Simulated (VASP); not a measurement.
A run of VASP 6.6.1 is set up as follows.

Contents of INCAR:

```
SYSTEM = MnO2
PREC = Accurate ; ENCUT = 520
EDIFF = 1E-6 ; ISMEAR = -1
SIGMA = 0.05 ; LREAL = .False.
LASPH = .True. ; NELM = 150
ALGO = Normal ; ISIF = 2
LWAVE = .False. ; LCHARG = .False.
ISPIN = 2 ; MAGMOM = 4 4 0 0 0 0
LORBIT = 11 ; LMAXMIX = 4
GGA = PS ; NBANDS = 38
```

The input KPOINTS:

```
regular mesh
0
Gamma
  11 11 3
  0 0 0
```

File POSCAR:

```
MnO2
1.0
    2.8549554371      0.0000000000      0.0000000000
   -1.4274777185      2.4724639352      0.0000000000
    0.0000000000      0.0000000000     10.2217427273
Mn O
2 4
Direct
    0.0000000000      0.0000000000      0.5000000000
    0.0000000000      0.0000000000      0.0000000000
    0.6666666667      0.3333333333      0.4068564500
    0.6666666667      0.3333333333      0.0931435500
    0.3333333333      0.6666666667      0.5931435500
    0.3333333333      0.6666666667      0.9068564500
```

Potentials or basis: VASP PAW PBE potentials, release 64 (Mn_pv, O).

Launch:

```bash
$ cat potpaw_PBE.64/Mn_pv/POTCAR potpaw_PBE.64/O/POTCAR > POTCAR
$ mpirun -np 1 vasp_std > vasp.out
```

Question: What does it give for the largest force?

Answer: 0.108 eV/Å.

Question: Estimate the site moments.

Answer: Mn +2.84; O +0.04 μB.

Forces in eV/Å, atoms in the order of the input:
```
Mn   0.000  0.000  0.000
Mn   0.000  0.000  0.000
O    0.000  0.000  0.108
O    0.000  0.000 -0.108
O    0.000  0.000 -0.108
O    0.000  0.000  0.108
```

Caveat: the PAW data sets were made with another functional, which shifts forces and pressure a little; only a ferromagnetic start was run, and an antiferromagnetic order may lie lower in energy.
